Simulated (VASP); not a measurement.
A run of VASP 6.6.1:

The input INCAR:

```
PREC = Accurate
ENCUT = 520
EDIFF = 1E-6
ISMEAR = -1
SIGMA = 0.08
LREAL = F
LASPH = T
NELM = 60
ALGO = Normal
ISIF = 2
LWAVE = F
LCHARG = T
GGA = PE
LELF = T
LVHAR = T
NBANDS = 19
```

KPOINTS

```
regular mesh
0
Gamma
  13 13 7
```

File POSCAR:

```
Ti
1.0
    3.0089978176      0.0000000000      0.0000000000
   -1.5044989088      2.6058685500      0.0000000000
    0.0000000000      0.0000000000      4.6860000000
Ti
2
Direct
    0.3333333333      0.6666666667      0.2500000000
    0.6666666667      0.3333333333      0.7500000000
```

Potentials or basis: VASP PAW PBE potentials, release 64 (Ti_sv).

Launch:

```console
$ cat potpaw_PBE.64/Ti_sv/POTCAR > POTCAR
$ mpirun -np 1 vasp_std > vasp.out
```

Hardware: 1 thread of Intel Xeon 8259CL, on a shared host.

Question: How long does it take, and how much memory?

Answer: Wall time 99 s on 1 thread of Intel Xeon 8259CL (shared host), peak memory 0.18 GiB. Counts: scf iterations 13, k points 84.
